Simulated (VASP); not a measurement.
# MgO (Imm2) in VASP: G0W0 quasiparticle levels with PBE

Aim: the G0W0 quasiparticle levels of MgO with PBE.

Everything below comes from runs of VASP 6.6.1. Logs are shortened: lines on timing, memory, paths and dates and some standing lists are left out, and cuts for length are marked.

### 1 The cell of the first run

It takes space group Imm2 (No. 44, orthorhombic). Conventional cell: a = 3.147 Å, b = 3.308 Å, c = 4.564 Å, α = 90.00°, β = 90.00°, γ = 90.00°. Within 2.6 Å of Mg (site symmetry mm2) lie 4 O at 1.97 to 1.99 Å. O (site symmetry mm2) has 4 Mg at 1.97 to 1.99 Å within 2.6 Å.

### 2 G0W0 quasiparticle levels, PBE

POSCAR reads:

```
MgO
1.0
    0.0570501415      2.2820056617      2.2820056617
    2.2820056617      0.0570501415      2.2820056617
    2.3390558033      2.3390558033      0.0000000001
Mg O
1 1
Direct
    0.0044516999      0.0044516999     -0.0044516999
    0.2455483001      0.2455483001      0.2544516999
```

INCAR.step1 reads:

```
SYSTEM = MgO
PREC = Accurate
ENCUT = 500
EDIFF = 1E-8
ISMEAR = 0
SIGMA = 0.01
LREAL = .False.
LASPH = .True.
NELM = 60
ALGO = Normal
LWAVE = .True.
LCHARG = .False.
GGA = PE
```

INCAR.step2 reads:

```
SYSTEM = MgO
PREC = Accurate
ENCUT = 500
EDIFF = 1E-8
ISMEAR = 0
SIGMA = 0.01
LREAL = .False.
LASPH = .True.
NELM = 1
ALGO = Exact
LWAVE = .True.
LCHARG = .False.
GGA = PE
NBANDS = 103
LOPTICS = .True.
ISTART = 1
```

INCAR.step3 reads:

```
SYSTEM = MgO
PREC = Accurate
ENCUT = 500
EDIFF = 1E-8
ISMEAR = 0
SIGMA = 0.01
LREAL = .False.
LASPH = .True.
ALGO = EVGW0
LWAVE = .False.
LCHARG = .False.
GGA = PE
NELMGW = 1
NBANDS = 103
ENCUTGW = 150.0
NOMEGA = 96
PRECFOCK = Fast
ISTART = 1
NBANDSGW = 12
OMEGAMAX = 20
```

KPOINTS reads:

```
regular mesh
0
Gamma
  6 6 6
  0 0 0
```

Potentials or basis: VASP PAW PBE potentials, release 64 (Mg_GW, O_GW).

Started as:

```sh
cat potpaw_PBE.64/Mg_GW/POTCAR potpaw_PBE.64/O_GW/POTCAR > POTCAR
cp INCAR.step1 INCAR
mpirun -np 1 vasp_std > vasp.out
cp INCAR.step2 INCAR
mpirun -np 1 vasp_std > vasp.out
cp INCAR.step3 INCAR
mpirun -np 1 vasp_std > vasp.out
```

OUTCAR:

```text
SYSTEM = MgO
   PREC = Accurate
   ENCUT = 500
   EDIFF = 1E-8
   ISMEAR = 0
   LREAL = .False.
   LASPH = .True.
   GGA = PE
   NELMGW = 1
   ENCUTGW = 150.0
   PRECFOCK = Fast
   ISTART = 1

 ion  position               nearest neighbor table
   1  0.004  0.004  0.996-   2 1.97   2 1.97   2 1.99   2 1.99
   2  0.246  0.246  0.254-   1 1.97   1 1.97   1 1.99   1 1.99

  LATTYP: Found a body centered orthorhombic cell.
 ALAT       =     3.1465622723
 B/A-ratio  =     1.0512820513
 C/A-ratio  =     1.4504754485

  Lattice vectors:

 A1 = (   2.2820056618,   0.0570501416,  -2.2820056616)
 A2 = (  -2.2820056617,  -0.0570501415,  -2.2820056617)
 A3 = (   0.0570501415,   2.2820056617,   2.2820056617)

Analysis of symmetry for initial positions (statically):
=====================================================================
 Subroutine PRICEL returns:
 Original cell was already a primitive cell.

 Routine SETGRP: Setting up the symmetry group for a
 body centered orthorhombic supercell.

 Subroutine GETGRP returns: Found  4 space group operations
 (whereof  4 operations were pure point group operations)
 out of a pool of  8 trial point group operations.

The static configuration has the point symmetry C_2v.

Analysis of symmetry for dynamics (positions and initial velocities):
=====================================================================
 Subroutine PRICEL returns:
 Original cell was already a primitive cell.

 Routine SETGRP: Setting up the symmetry group for a
 body centered orthorhombic supercell.

 Subroutine GETGRP returns: Found  4 space group operations
 (whereof  4 operations were pure point group operations)
 out of a pool of  8 trial point group operations.

The dynamic configuration has the point symmetry C_2v.

 Subroutine INISYM returns: Found  4 space group operations
 (whereof  4 operations are pure point group operations),
 and found     1 'primitive' translations

----------------------------------------------------------------------------------------

                                     Primitive cell

  volume of cell :      23.7525

  direct lattice vectors                    reciprocal lattice vectors
     0.057050141  2.282005662  2.282005662    -0.224723594  0.224723594  0.219105504
     2.282005662  0.057050141  2.282005662     0.224723594 -0.224723594  0.219105504
     2.339055803  2.339055803  0.000000000     0.213761467  0.213761467 -0.219105504

  length of vectors
     3.227747574  3.227747574  3.307924440     0.386016332  0.386016332  0.373356601

  position of ions in fractional coordinates (direct lattice)
     0.004451700  0.004451700  0.995548300
     0.245548300  0.245548300  0.254451700

  ion indices of the primitive-cell ions
   primitive index   ion index
                 1           1
                 2           2

----------------------------------------------------------------------------------------

 KPOINTS: regular mesh

Automatic generation of k-mesh.
 Grid dimensions read from file:
 generate k-points for:    6    6    6

 Generating k-lattice:

  Cartesian coordinates                     Fractional coordinates (reciprocal lattice)
    -0.037453932  0.037453932  0.036517584     0.166666667  0.000000000  0.000000000
     0.037453932 -0.037453932  0.036517584     0.000000000  0.166666667  0.000000000
     0.035626911  0.035626911 -0.036517584     0.000000000  0.000000000  0.166666667

  Length of vectors
     0.064336055  0.064336055  0.062226100

  Shift w.r.t. Gamma in fractional coordinates (k-lattice)
     0.000000000  0.000000000  0.000000000

 Subroutine IBZKPT returns following result:
 ===========================================

 Found     46 irreducible k-points:

 Following reciprocal coordinates:
            Coordinates               Weight
  0.000000  0.000000  0.000000      1.000000
  0.166667  0.000000 -0.000000      4.000000
  0.333333 -0.000000 -0.000000      4.000000
  0.500000 -0.000000  0.000000      2.000000
  0.166667  0.166667  0.000000      2.000000
  0.333333  0.166667 -0.000000      4.000000
[... 16 lines left out ...]
 -0.166667  0.333333  0.166667      4.000000
  0.500000  0.500000  0.166667      4.000000
 [... further k-points ...]
   k-points           NKPTS =     46   k-points in BZ     NKDIM =    216   number of bands    NBANDS=    103
   number of dos      NEDOS =    301   number of ions     NIONS =      2
   total plane-waves  NPLWV =  13824
   dimension x,y,z NGX =    24 NGY =   24 NGZ =   24
   dimension x,y,z NGXF=    48 NGYF=   48 NGZF=   48
   ions per type =               1   1
   NGX,Y,Z   is equivalent  to a cutoff of  12.36, 12.36, 12.06 a.u.
   NGXF,Y,Z  is equivalent  to a cutoff of  24.72, 24.72, 24.12 a.u.
 SYSTEM =  MgO
   PREC   = accura    normal or accurate (medium, high low for compatibility)
   ISTART =      1    job   : 0-new  1-cont  2-samecut
   ICHARG =      0    charge: 1-file 2-atom 10-const
   ISPIN  =      1    spin polarized calculation?
   LNONCOLLINEAR =      F non collinear calculations
   LSORBIT =      F    spin-orbit coupling
   LASPH  =      T    aspherical Exc in radial PAW
   ENCUT  =  500.0 eV  36.75 Ry    6.06 a.u.   5.88  5.88  6.03*2*pi/ulx,y,z
   NELM   =     60;   NELMIN=  2; NELMDL=  0     # of ELM steps
   EDIFF  = 0.1E-07   stopping-criterion for ELM
   LREAL  =      F    real-space projection
   EDIFFG = 0.1E-06   stopping-criterion for IOM
   NSW    =      0    number of steps for IOM
   IBRION =     -1    ionic relax: 0-MD 1-quasi-New 2-CG
   NFREE  =      0    steps in history (QN), initial steepest desc. (CG)
   ISIF   =      0    stress and relaxation
   ISYM   =      3    0-nonsym 1-usesym 2-fastsym
   POTIM  = 0.5000    time-step for ionic-motion
   TEBEG  =    0.0;   TEEND  =   0.0 temperature during run
   PSTRESS=    0.0 pullay stress
   NELECT =       8.0000    total number of electrons
   NUPDOWN=      -1.0000    fix difference up-down
   EMIN   =  10.00;   EMAX   =-10.00  energy-range for DOS
   EFERMI =   0.00;   METHOD = LEGACY
   ISMEAR =     0;   SIGMA  =   0.01  broadening in eV -4-tet -1-fermi 0-gaus
   EFERMI_NEDOS =   21; number of points for ismear=-14 and -15
   IALGO  =     38    algorithm
   IMIX   =      4    mixing-type and parameters
     AMIX     =   0.40;   BMIX     =  1.00
     AMIX_MAG =   1.60;   BMIX_MAG =  1.00
  volume/ion in A,a.u.               =      11.88        80.14
  Fermi-wavevector in a.u.,A,eV,Ry     =   1.139030  2.152455 17.652063  1.297390
  Thomas-Fermi vector in A             =   2.275734
   LORBIT       =      0    0 simple, 1 ext, 2 COOP (PROOUT), +10 PAW based schemes
   GGA     = PE    functional components
   LHFCALC =     T    Hartree Fock is set to
   PRECFOCK=fast      Normal, Fast or Accurate (Low or Medium for compatibility)
   ENCUT4O =  -1.0   cutoff for four orbital integrals eV
   NKREDX  =     1    reduce k-point grid by
   NKREDY  =     1    reduce k-point grid by
   NKREDZ  =     1    reduce k-point grid by
   AEXX    =    1.0000 exact exchange contribution
   HFSCREEN=    0.0000 screening length (either q_TF or 0.3 A-1)
   HFSCREENC=   0.0000 screening length for correlation (either q_TF or 0.3 A-1)
   ENCUTFOCK=  -1.0 apply spherical cutoff to Coloumb kernel
   IVDW    =     0    specifies the selected vdW correction
   LEPSILON=     F    determine dielectric tensor
   LRPA    =     F    only Hartree local field effects (RPA)
   LRPAFORCE           =     F    calculate RPA forces
   ENCUTGW             = 150.0    cutoff for response function in eV
   ENCUTGWSOFT         = 120.0    soft cutoff for Coulomb kernel in GW response function in eV
   ENCUTLF             =  -1.0    cutoff for local field effects
   NELMGW              =     1    number of iterations in solving QP/BSE equation
   NELMHF              =     1    number of iterations in the inner HF iteration
   NKREDLFX            =     1    NKREDLFY  =   1   NKREDLFZ  =   1
 non-spin polarized calculation
 Gauss-broadening in eV      SIGMA  =   0.01
  energy-cutoff  :      500.00
  volume of cell :       23.75
 maximum number of plane-waves:       616
  NGX = 14; NGY = 14; NGZ = 14
   NGX = 11   NGY = 11   NGZ = 13
 maximum number of plane-waves:       109

 QP shifts <psi_nk| G(iteration)W_0 |psi_nk>: iteration 1
 for sc-GW calculations column KS-energies equals QP-energies in previous step
 and V_xc(KS)=  KS-energies - (<T + V_ion + V_H > + <T+V_H+V_ion>^1  + <V_x>^1)

 k-point   1 :       0.0000    0.0000    0.0000
  band No.  KS-energies  QP-energies   sigma(KS)   V_xc(KS)     V^pw_x(r,r')   Z            occupation Imag(sigma)

      1     -15.1156     -17.1605     -21.5373     -18.5762     -30.2504       0.6906       2.0000       1.0340
      2       0.6659      -0.6632     -20.6243     -18.8617     -24.4948       0.7540       2.0000       0.0462
      3       0.7887      -0.5306     -20.7345     -18.9849     -24.6355       0.7541       2.0000       0.0466
      4       0.9361      -0.3710     -20.8590     -19.1241     -24.7939       0.7535       2.0000       0.0470
      5       4.4177       5.2700      -8.8069      -9.8316      -5.8712       0.8318       0.0000      -0.0451
      6      16.9011      18.1650      -6.9211      -8.4856      -2.6572       0.8079       0.0000      -0.1132
      7      17.5953      18.8797      -6.9746      -8.5707      -2.6545       0.8047       0.0000      -0.1282
      8      18.2654      19.5651      -6.9957      -8.6179      -2.6251       0.8012       0.0000      -0.1418
      9      20.7917      21.8554      -7.1944      -8.5372      -2.3393       0.7921       0.0000      -0.4441
     10      20.9128      21.7323      -7.4463      -8.5104      -2.2215       0.7702       0.0000      -0.6086
     11      21.1619      22.4750      -7.1722      -8.7932      -2.6272       0.8101       0.0000      -0.2794
     12      21.4752      22.5334      -7.2019      -8.5221      -2.3254       0.8015       0.0000      -0.4846

 k-point   2 :       0.1667    0.0000   -0.0000
  band No.  KS-energies  QP-energies   sigma(KS)   V_xc(KS)     V^pw_x(r,r')   Z            occupation Imag(sigma)

      1     -14.9499     -16.9574     -21.7313     -18.7828     -30.4292       0.6809       2.0000       0.9986
      2      -0.2109      -1.6514     -18.7274     -16.8038     -22.4366       0.7488       2.0000       0.0548
      3       0.6213      -0.7232     -20.5874     -18.8020     -24.4764       0.7531       2.0000       0.0469
      4       0.7751      -0.5574     -20.7192     -18.9480     -24.6527       0.7523       2.0000       0.0476
      5       5.7402       6.7278     -10.3726     -11.5787      -7.5529       0.8188       0.0000      -0.0471
      6      15.8237      16.9516      -7.4725      -8.8889      -3.1036       0.7963       0.0000      -0.1765
      7      16.7435      17.9470      -7.0661      -8.5511      -2.7198       0.8104       0.0000      -0.1643
      8      17.4208      18.6201      -6.9845      -8.4638      -2.5656       0.8107       0.0000      -0.2087
      9      19.0866      20.1861      -6.8152      -8.2062      -2.2724       0.7904       0.0000      -0.2445
     10      19.5592      20.6872      -6.9165      -8.3308      -2.3482       0.7975       0.0000      -0.2728
     11      20.3412      21.3310      -6.4143      -7.6101      -1.6690       0.8277       0.0000      -0.5889
     12      24.4190      25.7768      -8.1577      -9.7802      -2.8548       0.8368       0.0000      -0.8589
[... 324 lines left out ...]
      1     -14.3796     -16.3523     -22.4695     -19.5588     -31.1137       0.6777       2.0000       0.8927
      2      -1.4866      -3.1161     -17.6785     -15.4552     -21.6474       0.7329       2.0000       0.0756
      3      -0.1757      -1.6757     -19.4892     -17.4740     -23.4528       0.7443       2.0000       0.0574
      4       0.2674      -1.1623     -20.0775     -18.1699     -23.9951       0.7495       2.0000       0.0507
      5       8.4724       9.5366      -9.3001     -10.6217      -5.8497       0.8052       0.0000      -0.0633
      6      12.0267      13.0725      -8.0469      -9.3517      -4.0795       0.8015       0.0000      -0.0902
      7      14.2548      15.6807      -8.4975     -10.2833      -4.3216       0.7985       0.0000      -0.1241
      8      15.9912      17.1922      -8.0693      -9.5756      -3.5339       0.7973       0.0000      -0.2406
      9      18.9151      20.1469      -7.4151      -8.9872      -2.6903       0.7835       0.0000      -0.2692
     10      22.6867      24.0034      -7.9797      -9.6440      -2.8306       0.7911       0.0000      -0.5428
     11      24.9015      26.3763      -7.9119      -9.6752      -2.7864       0.8364       0.0000      -0.8383
     12      26.6175      28.2874      -7.7043      -9.5969      -2.5978       0.8823       0.0000      -0.9070

 k-point  24 :       0.5000    0.5000    0.1667
  band No.  KS-energies  QP-energies   sigma(KS)   V_xc(KS)     V^pw_x(r,r')   Z            occupation Imag(sigma)

      1     -14.3113     -16.2884     -22.5764     -19.6685     -31.2136       0.6799       2.0000       0.8805
      2      -1.5768      -3.2175     -17.7708     -15.5330     -21.7659       0.7332       2.0000       0.0771
      3      -0.4043      -1.9372     -19.1404     -17.0825     -23.0540       0.7449       2.0000       0.0583
      4       0.3815      -1.0539     -20.2034     -18.2819     -24.2061       0.7470       2.0000       0.0522
      5       7.7916       8.6690      -7.6913      -8.7622      -4.2214       0.8193       0.0000      -0.0576
      6      12.2481      13.4130      -9.0673     -10.5298      -5.1283       0.7966       0.0000      -0.0893
      7      14.4504      16.0189      -9.3998     -11.3810      -5.1063       0.7917       0.0000      -0.1496
      8      17.3991      18.7398      -8.0264      -9.6784      -3.3088       0.8115       0.0000      -0.3103
      9      17.4730      18.7541      -8.2238      -9.8238      -3.4489       0.8007       0.0000      -0.3405
     10      24.0694      25.8726      -9.0511     -11.1361      -3.8134       0.8648       0.0000      -0.8656
     11      25.0474      26.3612      -7.1846      -8.8107      -2.0904       0.8079       0.0000      -0.5756
     12      28.3136      29.5408      -6.5676      -8.0612      -1.5459       0.8216       0.0000      -0.9254

 [... further k-points ...]
```

Run time: 12 min. Hardware: 1 thread of AMD EPYC 9R45 (Zen 5), shared host; peak memory 0.56 GiB.

Results:

- Quasiparticle gap: 5.64 eV
- Least direct quasiparticle gap: 5.64 eV
- Band gap of the starting levels on the mesh: 3.48 eV
- Least direct gap of the starting levels on the mesh: 3.48 eV

Caveat: the k points lie up to 0.40 Å⁻¹ apart; bands, screening cutoff and mesh are small and nothing is extrapolated, so the quasiparticle values aren't converged; the structure was generated, so it needn't be the stable form of MgO.
